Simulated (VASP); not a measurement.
## WC: electric field gradients with PBE

The system is WC.

```
W C
1.0
     2.93867    0.00000    0.00000
    -1.46934    2.54496    0.00000
     0.00000    0.00000    2.86623
W C
1 1
Direct
  0.00000 0.00000 0.00000
  0.66667 0.33333 0.50000
```

This cell differs from its parent crystal: volume scaled by 1.04.

- Program: VASP 6.6.1
- Task: electric field gradients
- Functional: PBE
- Potentials or basis: VASP PAW PBE potentials, release 64 (W_sv, C)
- Cutoff: 520 eV
- k mesh: 13 × 13 × 12
- Occupations: fermi-dirac, width 0.05 eV
- Spin: no spin polarisation
- Dipole correction: no
- Further INCAR settings: ALGO = Normal; EDIFF = 1e-08; NBANDS = 16

```
Pressure               : -5.8 GPa
Band gap on the k mesh : zero (band 9 reaches 11.30 eV, above the bottom of band 10 at 10.07 eV)
```

Stress tensor (GPa, compression positive):
```
-5.26  0.00  0.00
 0.00 -5.26  0.00
 0.00  0.00 -7.03
```

Levels at points of the mesh, in eV from the Fermi level:
```csv
k point,band 5,band 6,band 7,band 8,band 9,band 10,band 11,band 12,band 13,band 14
"(0.00, 0.00, 0.00)",-14.20,-4.13,-3.20,-3.20,0.09,3.09,3.09,5.45,5.45,6.15
"(0.00, 0.00, 0.50)",-10.36,-8.44,-1.93,-1.93,-0.55,-0.55,3.54,4.43,4.43,9.75
```

Electric field gradients, principal values (V/Å²):
```csv
atom,least,middle,greatest (by size)
1 W,64.595,64.596,-129.192
2 C,-0.051,-0.052,0.103
```

Wall time 29 s on 1 thread of Intel Xeon 6975P-C, on a shared host, peak memory 0.18 GiB.

Caveat: without QUAD_EFG the Cq values of the log hold for a quadrupole moment of 1 mb, not for the nuclei; spin-orbit coupling is left out, which moves the levels of the heavy elements.
